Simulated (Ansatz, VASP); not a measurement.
LiSi2B3: VASP beside Ansatz

```
CELL_PARAMETERS angstrom
3.45050 0.00000 0.00000
-1.72525 2.98822 0.00000
0.00000 0.00000 6.09200
ATOMIC_POSITIONS crystal
Li 0.00000 0.00000 0.50000
Si 0.33333 0.66667 0.50000
Si 0.66667 0.33333 0.50000
B 0.00000 0.00000 0.74327
B 0.00000 0.00000 0.25673
B 0.00000 0.00000 0.00000
```

Alike in both runs: task single point; functional PBE; k mesh 6 × 6 × 4; occupations gaussian, width 0.1 eV; no spin polarisation.

|  | VASP | Ansatz |
| --- | --- | --- |
| version | VASP 6.6.1 | Ansatz 0.2.0 |
| potentials or method | VASP PAW PBE potentials, release 64 (Li_sv, Si, B), cutoff 750 eV | scalar-relativistic, plane waves, PAW |
| valence electrons in the cell | 20 | 20 |

|  | VASP | Ansatz | Ansatz less VASP |
| --- | --- | --- | --- |
| gap on the k mesh at the Fermi level (eV) | none | none | - |
| rms of the force components (eV/Å) | 1.615 | 1.626 | +0.0113 |

Atom by atom the forces differ by 0.011 eV/Å (rms over components). A gap of «none» marks a metal or a gap that the smearing closes.
